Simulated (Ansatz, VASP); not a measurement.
**Sb in VASP and in Ansatz**

```xyz
1
Lattice="0.0000 2.3502 2.3502 2.3502 0.0000 2.3502 2.3502 2.3502 0.0000" Properties=species:S:1:pos:R:3 pbc="T T T"
Sb    0.0000    0.0000    0.0000
```

Change from the starting cell: volume scaled by 1.06, PAW files.

Alike in both runs: task electric field gradients; functional PBE; k mesh 12 × 12 × 12; occupations fermi-dirac, width 0.05 eV; no spin polarisation.

|  | VASP | Ansatz |
| --- | --- | --- |
| version | VASP 6.6.1 | Ansatz 0.2.0 |
| potentials or method | VASP PAW PBE potentials, release 64 (Sb) | PAW with Ansatz's default frozen-core files, scalar-relativistic |
| plane-wave cutoff (eV) | 520 | 420 |
| valence electrons in the cell | 5 | 15 |

```csv
,VASP,Ansatz,Ansatz less VASP
pressure (GPa),3.8,4.0,+0.15
```

VASP's potentials hold 5 valence electrons a cell and Ansatz's 15, so a difference there can come from the potentials and not from the codes.

Neither program's run includes spin-orbit coupling.
